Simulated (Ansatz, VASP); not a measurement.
# One calculation of SrCl2, two programs

The input POSCAR:

```
SrCl2
1.0
    4.4072489055      0.0249009563      0.0000000000
   -2.1820595920      3.8043390348      0.0000000000
    0.0000000000      0.0000000000      5.5960650195
Sr Cl
1 2
Direct
    0.0000000000      0.0000000000      0.0000000000
    0.3350144158      0.6666215186      0.2488396527
    0.6649855842      0.3333784814      0.7511603473
```

Contents of INCAR.step1:

```
SYSTEM = SrCl2
PREC = Accurate
ENCUT = 520
ISMEAR = 0
SIGMA = 0.01
LREAL = .False.
LASPH = .True.
NELM = 80
NBANDS = 19
GGA = PE
ALGO = Normal
EDIFF = 1E-4
LWAVE = .True.
LCHARG = .False.
```

The input INCAR.step2:

```
SYSTEM = SrCl2
PREC = Accurate
ENCUT = 520
EDIFF = 1E-6
ISMEAR = 0
SIGMA = 0.01
LREAL = .False.
LASPH = .True.
NELM = 80
ALGO = Normal
ISIF = 2
LWAVE = .False.
LCHARG = .False.
METAGGA = R2SCAN
LMIXTAU = .True.
NBANDS = 19
ISTART = 1
```

File KPOINTS:

```
regular mesh
0
Gamma
  6 6 6
  0 0 0
```

Input for Ansatz:

```yaml
crystal:
  lattice:
    - [4.4072489055, 0.0249009563, 0.0]
    - [-2.182059592, 3.8043390348, 0.0]
    - [0.0, 0.0, 5.5960650195]
  atoms:
    - { symbol: Sr, position: [0.0, 0.0, 0.0] }
    - { symbol: Cl, position: [0.3350144158, 0.6666215186, 0.2488396527] }
    - { symbol: Cl, position: [0.6649855842, 0.3333784814, 0.7511603473] }
kpoints:
  mp_grid: { grid: [6, 6, 6] }
  band_path:
    path:
      - [0.0, 0.0, 0.0]
      - [0.5, 0.0, 0.0]
      - [0.3333333333, 0.3333333333, 0.0]
      - [0.0, 0.0, 0.5]
      - [0.5, 0.0, 0.5]
      - [0.3333333333, 0.3333333333, 0.5]
    npoints: 1
hamiltonian:
  xc: r2scan
scf:
  occupations: { method: fixed }
  n_extra_bands: 4
output:
  forces: true
  stress: true
  eigenvalues: true
```

Change from the starting cell: shear_xy strain +1.1%.

Alike in both runs: task single point; functional r2SCAN; k mesh 6 × 6 × 6; no spin polarisation.

|  | VASP | Ansatz |
| --- | --- | --- |
| version | VASP 6.6.1 | Ansatz 0.2.0 |
| potentials or method | VASP PAW PBE potentials, release 64 (Sr_sv, Cl) | plane waves, PAW |
| plane-wave cutoff (eV) | 520 | 500 |
| occupations | gaussian, width 0.01 eV | fixed |
| valence electrons in the cell | 24 | 24 |

```tsv
	VASP	Ansatz	Ansatz less VASP
gap on the k mesh at the Fermi level (eV)	5.79	5.79	+0.001
pressure (GPa)	0.6	0.6	-0.05
traceless stress, the component that is largest in VASP (GPa)	-0.18	-0.18	+0.001
rms of the force components (eV/Å)	0.005	0.004	-0.0006
```

VASP's potentials were made for PBE, not for r2SCAN. Atom by atom the forces differ by 0.009 eV/Å (rms over components).
